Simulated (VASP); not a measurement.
# BP (P4/mmm) in VASP: further runs, part 2 of 2

VASP 6.6.1. Earlier steps stand in the parts before.

## Step 3: Single point, PBE

Contents of INCAR:

```
ALGO     = Normal         # electronic algorithm
EDIFF    = 1E-6           # SCF threshold, eV
ENCUT    = 520            # plane-wave cutoff, eV
GGA      = PE             # functional
ISIF     = 2              # what is computed and relaxed
ISMEAR   = 0              # smearing method
LASPH    = T              # aspherical terms in the spheres
LCHARG   = F              # write CHGCAR
LREAL    = F              # projectors in reciprocal space
LWAVE    = F              # write WAVECAR
NBANDS   = 11             # bands
NELM     = 60             # most SCF steps
PREC     = Accurate       # precision mode
SIGMA    = 0.1            # smearing width, eV
```

Contents of KPOINTS:

```
k-points
0
Gamma
  20 20 20
```

Contents of POSCAR:

```
BP
1.0
    2.6911242855      0.0000000000      0.0000000000
    0.0000000000      2.6911242855      0.0000000000
    0.0000000000      0.0000000000      2.7640220169
B P
1 1
Direct
    0.0000000000      0.0000000000      0.0000000000
    0.5000000000      0.5000000000      0.5000000000
```

Potentials or basis: VASP PAW PBE potentials, release 64 (B, P).

Started as:

```sh
$ cat potpaw_PBE.64/B/POTCAR potpaw_PBE.64/P/POTCAR > POTCAR
$ mpirun -np 1 vasp_std > vasp.out
```

OUTCAR:

```text
EDIFF = 1E-6
   ENCUT = 520
   GGA = PE
   ISIF = 2
   ISMEAR = 0
   LASPH = T
   LREAL = F
   NELM = 60
   PREC = Accurate

 ion  position               nearest neighbor table
   1  0.000  0.000  0.000-   2 2.35   2 2.35   2 2.35   2 2.35   2 2.35   2 2.35   2 2.35   2 2.35

   2  0.500  0.500  0.500-   1 2.35   1 2.35   1 2.35   1 2.35   1 2.35   1 2.35   1 2.35   1 2.35

  LATTYP: Found a simple tetragonal cell.
 ALAT       =     2.6911242855
 C/A-ratio  =     1.0270882069

  Lattice vectors:

 A1 = (   2.6911242855,   0.0000000000,   0.0000000000)
 A2 = (   0.0000000000,   2.6911242855,   0.0000000000)
 A3 = (   0.0000000000,   0.0000000000,   2.7640220169)

Analysis of symmetry for initial positions (statically):
=====================================================================
 Subroutine PRICEL returns:
 Original cell was already a primitive cell.

 Routine SETGRP: Setting up the symmetry group for a
 simple tetragonal supercell.

 Subroutine GETGRP returns: Found 16 space group operations
 (whereof 16 operations were pure point group operations)
 out of a pool of 16 trial point group operations.

The static configuration has the point symmetry D_4h.

Analysis of symmetry for dynamics (positions and initial velocities):
=====================================================================
 Subroutine PRICEL returns:
 Original cell was already a primitive cell.

 Routine SETGRP: Setting up the symmetry group for a
 simple tetragonal supercell.

 Subroutine GETGRP returns: Found 16 space group operations
 (whereof 16 operations were pure point group operations)
 out of a pool of 16 trial point group operations.

The dynamic configuration has the point symmetry D_4h.

 Subroutine INISYM returns: Found 16 space group operations
 (whereof 16 operations are pure point group operations),
 and found     1 'primitive' translations

----------------------------------------------------------------------------------------

                                     Primitive cell

  volume of cell :      20.0175

  direct lattice vectors                    reciprocal lattice vectors
     2.691124285  0.000000000  0.000000000     0.371591905  0.000000000  0.000000000
     0.000000000  2.691124285  0.000000000     0.000000000  0.371591905  0.000000000
     0.000000000  0.000000000  2.764022017     0.000000000  0.000000000  0.361791619

  length of vectors
     2.691124285  2.691124285  2.764022017     0.371591905  0.371591905  0.361791619

  position of ions in fractional coordinates (direct lattice)
     0.000000000  0.000000000  0.000000000
     0.500000000  0.500000000  0.500000000

  ion indices of the primitive-cell ions
   primitive index   ion index
                 1           1
                 2           2

----------------------------------------------------------------------------------------

 KPOINTS: k-points

Automatic generation of k-mesh.
 Grid dimensions read from file:
 generate k-points for:   20   20   20

[... 21 lines left out ...]
  0.050000  0.000000  0.000000      4.000000
  0.100000  0.000000  0.000000      4.000000
  0.150000  0.000000  0.000000      4.000000
  0.200000  0.000000  0.000000      4.000000
  0.250000  0.000000  0.000000      4.000000
[... 16 lines left out ...]
  0.150000  0.100000  0.000000      8.000000
  0.200000  0.100000  0.000000      8.000000
 [... further k-points ...]
   k-points           NKPTS =    726   k-points in BZ     NKDIM =    726   number of bands    NBANDS=     11
   number of dos      NEDOS =    301   number of ions     NIONS =      2
   total plane-waves  NPLWV =   9600
   dimension x,y,z NGX =    20 NGY =   20 NGZ =   24
   dimension x,y,z NGXF=    40 NGYF=   40 NGZF=   48
   ions per type =               1   1
   NGX,Y,Z   is equivalent  to a cutoff of  12.36, 12.36, 14.44 a.u.
   NGXF,Y,Z  is equivalent  to a cutoff of  24.71, 24.71, 28.87 a.u.
 SYSTEM =  unknown system
   PREC   = accura    normal or accurate (medium, high low for compatibility)
   ISTART =      0    job   : 0-new  1-cont  2-samecut
   ICHARG =      2    charge: 1-file 2-atom 10-const
   ISPIN  =      1    spin polarized calculation?
   LNONCOLLINEAR =      F non collinear calculations
   LSORBIT =      F    spin-orbit coupling
   LASPH  =      T    aspherical Exc in radial PAW
   ENCUT  =  520.0 eV  38.22 Ry    6.18 a.u.   5.00  5.00  5.14*2*pi/ulx,y,z
   NELM   =     60;   NELMIN=  2; NELMDL= -5     # of ELM steps
   EDIFF  = 0.1E-05   stopping-criterion for ELM
   LREAL  =      F    real-space projection
   EDIFFG = 0.1E-04   stopping-criterion for IOM
   NSW    =      0    number of steps for IOM
   IBRION =     -1    ionic relax: 0-MD 1-quasi-New 2-CG
   NFREE  =      0    steps in history (QN), initial steepest desc. (CG)
   ISIF   =      2    stress and relaxation
   ISYM   =      2    0-nonsym 1-usesym 2-fastsym
   POTIM  = 0.5000    time-step for ionic-motion
   TEBEG  =    0.0;   TEEND  =   0.0 temperature during run
   PSTRESS=    0.0 pullay stress
   NELECT =       8.0000    total number of electrons
   NUPDOWN=      -1.0000    fix difference up-down
   EMIN   =  10.00;   EMAX   =-10.00  energy-range for DOS
   EFERMI =   0.00;   METHOD = LEGACY
   ISMEAR =     0;   SIGMA  =   0.10  broadening in eV -4-tet -1-fermi 0-gaus
   EFERMI_NEDOS =   21; number of points for ismear=-14 and -15
   IALGO  =     38    algorithm
   IMIX   =      4    mixing-type and parameters
     AMIX     =   0.40;   BMIX     =  1.00
     AMIX_MAG =   1.60;   BMIX_MAG =  1.00
  volume/ion in A,a.u.               =      10.01        67.54
  Fermi-wavevector in a.u.,A,eV,Ry     =   1.205874  2.278771 19.784659  1.454131
  Thomas-Fermi vector in A             =   2.341557
   LORBIT       =      0    0 simple, 1 ext, 2 COOP (PROOUT), +10 PAW based schemes
   GGA     = PE    functional components
   LHFCALC =     F    Hartree Fock is set to
   AEXX    =    0.0000 exact exchange contribution
   IVDW    =     0    specifies the selected vdW correction
   LEPSILON=     F    determine dielectric tensor
   LRPA    =     F    only Hartree local field effects (RPA)
 non-spin polarized calculation
 Gauss-broadening in eV      SIGMA  =   0.10
  energy-cutoff  :      520.00
  volume of cell :       20.02
 maximum number of plane-waves:       560
   NGX = 11   NGY = 11   NGZ = 11

 number of electron       7.9999998 magnetization

 Free energy of the ion-electron system (eV)
  ---------------------------------------------------
  ext. energy  EPLUGINS =         0.00000000
  ---------------------------------------------------
  free energy    TOTEN  =        -9.24881934 eV

  energy without entropy =       -9.24505407  energy(sigma->0) =       -9.24693671

 E-fermi :  10.1193     XC(G=0): -12.1172

 val. band max:       10.1169252302   @ k =   0.2500   0.1000   0.3000
 cond. band min:      10.1204619527   @ k =   0.2000   0.1500   0.4500
 fundamental gap:      0.0035367225
 Fermi energy:        10.1193183165

 k-point     1 :       0.0000    0.0000    0.0000
  band No.  band energies     occupation
      1      -7.0730      2.00000
      2       8.4620      2.00000
      3       9.2945      2.00000
      4       9.2945      2.00000
      5      12.1445      0.00000
      6      14.4764      0.00000
      7      14.6493      0.00000
      8      20.8726      0.00000
      9      21.0148      0.00000
     10      21.0148      0.00000
     11      27.8097      0.00000
[... 309 lines left out ...]
 k-point    24 :       0.2000    0.1000    0.0000
  band No.  band energies     occupation
      1      -6.1483      2.00000
      2       5.0067      2.00000
      3       8.2669      2.00000
      4       9.3491      2.00000
      5      13.3351      0.00000
      6      16.6445      0.00000
      7      17.8569      0.00000
      8      18.5014      0.00000
      9      19.4914      0.00000
     10      20.8834      0.00000
     11      26.0399      0.00000

 [... further k-points ...]

------------------------ aborting loop because EDIFF is reached ----------------------------------------

  FORCE on cell =-STRESS in cart. coord.  units (eV):
  Direction    XX          YY          ZZ          XY          YZ          ZX
  --------------------------------------------------------------------------------------
  -------------------------------------------------------------------------------------
  Total       -0.0253277     -0.0253277     -0.0334698      0.0000000     -0.0000000      0.0000000
  in kB       -2.0272010     -2.0272010     -2.6788903      0.0000000     -0.0000000      0.0000000
  external PRESSURE =      -2.2444307 kB  Pullay stress =       0.0000000 kB

 VOLUME and BASIS-vectors are now :
 -----------------------------------------------------------------------------
  energy-cutoff  :      520.00
  volume of cell :       20.02
      direct lattice vectors                 reciprocal lattice vectors
     2.691124285  0.000000000  0.000000000     0.371591905  0.000000000  0.000000000
     0.000000000  2.691124285  0.000000000     0.000000000  0.371591905  0.000000000
     0.000000000  0.000000000  2.764022017     0.000000000  0.000000000  0.361791619

 POSITION                                       TOTAL-FORCE (eV/Angst)
 -----------------------------------------------------------------------------------
      0.00000      0.00000      0.00000         0.000000      0.000000      0.000000
      1.34556      1.34556      1.38201         0.000000      0.000000      0.000000
 -----------------------------------------------------------------------------------
    total drift:                                0.000000      0.000000     -0.000000

  FREE ENERGIE OF THE ION-ELECTRON SYSTEM (eV)
  ---------------------------------------------------
  free  energy   TOTEN  =        -9.2488193446 eV

  energy  without entropy=       -9.2450540714  energy(sigma->0) =       -9.24693671
```

It took 2 min on 1 thread of AMD EPYC 7R13 (Zen 3), shared host; peak memory 0.22 GiB.

What came out:

```yaml
Free_energy: -9.2488 eV
Pressure: -0.2 GPa
Band_gap_on_the_k_mesh: zero (band 4 reaches 13.13 eV, above the bottom of band 5 at 6.73 eV)
```

Levels at points of the mesh, in eV from the Fermi level:
```csv
k point,band 1,band 2,band 3,band 4,band 5,band 6,band 7,band 8,band 9
"(0.00, 0.00, 0.00)",-17.19,-1.66,-0.82,-0.82,2.03,4.36,4.53,10.75,10.90
"(0.50, 0.00, 0.00)",-13.41,-11.42,2.46,2.94,3.16,3.76,4.87,6.03,7.53
"(0.50, 0.50, 0.00)",-9.10,-8.03,-8.03,-5.89,4.83,5.15,7.94,7.94,11.18
"(0.00, 0.00, 0.50)",-13.72,-11.57,3.01,3.01,3.51,3.51,5.31,6.55,7.37
"(0.50, 0.00, 0.50)",-9.49,-8.23,-8.10,-6.16,5.25,5.68,8.53,8.63,11.81
"(0.50, 0.50, 0.50)",-5.65,-3.90,-3.90,-3.56,-3.13,-3.13,-3.04,-1.57,20.50
```
